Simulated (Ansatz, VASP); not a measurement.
One calculation of CaO, two programs

```xyz
2
Lattice="0.0000 2.4870 2.4870 2.4870 0.0000 2.4870 2.4870 2.4870 0.0000" Properties=species:S:1:pos:R:3 pbc="T T T"
Ca    0.0000    0.0000    0.0000
O     2.4870    2.4870    2.4870
```

Change from the starting cell: hydrostatic strain +3.7%.

Alike in both runs: task single point; functional r2SCAN; k mesh 10 × 10 × 10; no spin polarisation.

|  | VASP | Ansatz |
| --- | --- | --- |
| version | VASP 6.6.1 | Ansatz 0.2.0 |
| potentials or method | VASP PAW PBE potentials, release 64 (Ca_sv, O) | plane waves, PAW |
| plane-wave cutoff (eV) | 520 | 500 |
| occupations | gaussian, width 0.01 eV | fixed |
| valence electrons in the cell | 16 | 16 |

```tsv
	VASP	Ansatz	Ansatz less VASP
gap on the k mesh at the Fermi level (eV)	4.19	4.20	+0.007
pressure (GPa)	-9.5	-10.1	-0.66
```

VASP's potentials were made for PBE, not for r2SCAN.
